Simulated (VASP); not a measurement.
Runs of VASP 6.6.1 on V. The structure is that of space group P6_3/mmc (No. 194), or close to it. The cells are those of the table. 

| cell | k mesh | gap on the mesh (eV) | pressure (GPa) |
| --- | --- | --- | --- |
| a = 2.469, b = 2.469, c = 4.498 Å, angles 90.0, 90.0, 120.0°, 2 atoms | 16 × 16 × 8 | none | (b) |
| a = 2.604, b = 2.604, c = 4.745 Å, angles 90.0, 90.0, 120.0°, 2 atoms | 16 × 16 × 8 | none | -12.7 |
| a = 2.572, b = 2.572, c = 4.686 Å, angles 90.0, 90.0, 120.0°, 2 atoms | 16 × 16 × 8 | none | (a) |
| a = 2.538, b = 2.538, c = 4.625 Å, angles 90.0, 90.0, 120.0°, 2 atoms | 23 × 23 × 11 | none | 0.5 |
| a = 2.538, b = 2.538, c = 4.625 Å, angles 90.0, 90.0, 120.0°, 2 atoms | 16 × 16 × 8 | none | 0.5 |
| a = 2.504, b = 2.504, c = 4.562 Å, angles 90.0, 90.0, 120.0°, 2 atoms | 16 × 16 × 8 | none | 9.4 |
| a = 2.433, b = 2.433, c = 4.432 Å, angles 90.0, 90.0, 120.0°, 2 atoms | 16 × 16 × 8 | none | 33.0 |
| a = 2.636, b = 2.636, c = 4.803 Å, angles 90.0, 90.0, 120.0°, 2 atoms | 16 × 16 × 8 | none | -17.7 |

Alike in all rows: task single point; level LDA; potentials or basis VASP PAW LDA potentials, release 64 (V_sv); no spin polarisation; cutoff (eV) 520; smearing fermi-dirac 0.1 eV.

Q: Fill in the values left out.

A: (a) -6.7; (b) 20.1.

A gap of «none» marks levels without a gap at the run's occupations.
